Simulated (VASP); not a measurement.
Write the native input for VASP 6.6.1 that does the following.

| Property | Result |
| --- | --- |
| Task | single point |
| Functional | r2SCAN |
| Potentials or basis | VASP PAW PBE potentials, release 64 (W_sv, Se) |
| Cutoff | 520 eV |
| k mesh | 12 × 12 × 2 |
| Occupations | gaussian, width 0.01 eV |
| Spin | no spin polarisation |
| Dipole correction | no |
| Further INCAR settings | ALGO = Normal; EDIFF = 1e-07; NBANDS = 35 |

The system is WSe2.

```
W Se
1.0
     3.29967    0.00000    0.00000
    -1.64983    2.85760    0.00000
     0.00000    0.00000   13.14870
W Se
2 4
Direct
  0.33333 0.66667 0.25000
  0.66667 0.33333 0.75000
  0.66667 0.33333 0.37666
  0.66667 0.33333 0.12334
  0.33333 0.66667 0.87666
  0.33333 0.66667 0.62334
```

One way to write it, as run:

POSCAR

```
WSe2
1.0
    3.2996674462      0.0000000000      0.0000000000
   -1.6498337231      2.8575958324      0.0000000000
    0.0000000000      0.0000000000     13.1487009077
W Se
2 4
Direct
    0.3333333333      0.6666666667      0.2500000000
    0.6666666667      0.3333333333      0.7500000000
    0.6666666667      0.3333333333      0.3766602602
    0.6666666667      0.3333333333      0.1233397398
    0.3333333333      0.6666666667      0.8766602602
    0.3333333333      0.6666666667      0.6233397398
```

INCAR.step1

```
ALGO = Normal ; EDIFF = 1E-4
ENCUT = 520 ; GGA = PE
ISMEAR = 0 ; LASPH = True
LCHARG = False ; LREAL = False
LWAVE = True ; NBANDS = 35
NELM = 80 ; PREC = Accurate
SIGMA = 0.01
```

INCAR.step2

```
ALGO = Normal ; EDIFF = 1E-7
ENCUT = 520 ; ISIF = 2
ISMEAR = 0 ; ISTART = 1
LASPH = True ; LCHARG = False
LMIXTAU = True ; LREAL = False
LWAVE = False ; METAGGA = R2SCAN
NBANDS = 35 ; NELM = 80
PREC = Accurate ; SIGMA = 0.01
```

KPOINTS

```
k-points
0
Gamma
  12 12 2
```

Potentials or basis: VASP PAW PBE potentials, release 64 (W_sv, Se).

Command:

```sh
$ cat potpaw_PBE.64/W_sv/POTCAR potpaw_PBE.64/Se/POTCAR > POTCAR
$ cp INCAR.step1 INCAR
$ mpirun -np 1 vasp_std > vasp.out
$ cp INCAR.step2 INCAR
$ mpirun -np 1 vasp_std > vasp.out
```

It gave:

```json
{"Pressure": "1.7 GPa", "Largest force": "0.008 eV/Å", "Band gap on the k mesh": "1.16 eV (least direct gap 1.61 eV)"}
```

Caveat: the PAW data sets were made with another functional, which shifts forces and pressure a little; spin-orbit coupling is left out, which moves the levels of the heavy elements.

Wall time 8.2 min on 1 thread of Intel(R) Xeon(R) 6975P-C (Granite Rapids), on a shared host, peak memory 0.37 GiB.
